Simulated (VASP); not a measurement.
A run of VASP 6.6.1 is set up as follows.

Contents of INCAR:

```
SYSTEM = MgO
ALGO = Normal ; EDIFF = 1E-6
ENCUT = 840 ; GGA_COMPAT = .FALSE.
ISIF = 2 ; ISMEAR = 0
LASPH = .TRUE. ; LCHARG = .FALSE.
LREAL = .FALSE. ; LWAVE = .FALSE.
NBANDS = 15 ; NELM = 120
PREC = Accurate ; SIGMA = 0.1
```

KPOINTS

```
k-points
0
G
  8 8 8
  0 0 0
```

File POSCAR:

```
MgO
1.0
    0.0000000000      2.0816499855      2.0816499855
    2.0816499855      0.0000000000      2.0816499855
    2.0816499855      2.0816499855      0.0000000000
Mg O
1 1
Direct
    0.0000000000      0.0000000000      0.0000000000
    0.5000000000      0.5000000000      0.5000000000
```

Potentials or basis: VASP PAW LDA potentials, release 64 (Mg_sv, O).

Run with:

```bash
$ cat potpaw_LDA.64/Mg_sv/POTCAR potpaw_LDA.64/O/POTCAR > POTCAR
$ mpirun -np 1 vasp_std > vasp.out
```

Task: Estimate the pressure.

Result: 0.1 GPa.

Task: What does it give for the band gap on the k mesh?

Result: 5.01 eV.

**The experiment to reproduce.**

From “Electronic structure of alkaline earth and post-transition metal oxides”, 2009, arxiv:0908.1581, for a bulk crystal of MgO: band gap 7.83 eV.

Against the measured gap of MgO, 7.83 eV (quoted in “Electronic structure of alkaline earth and post-transition metal oxides”, 2009, arxiv:0908.1581), the calculated 5.01 eV is off by -2.82 eV. The value is that of LDA, without temperature or zero-point motion. Semilocal functionals fall short of measured gaps as a rule.
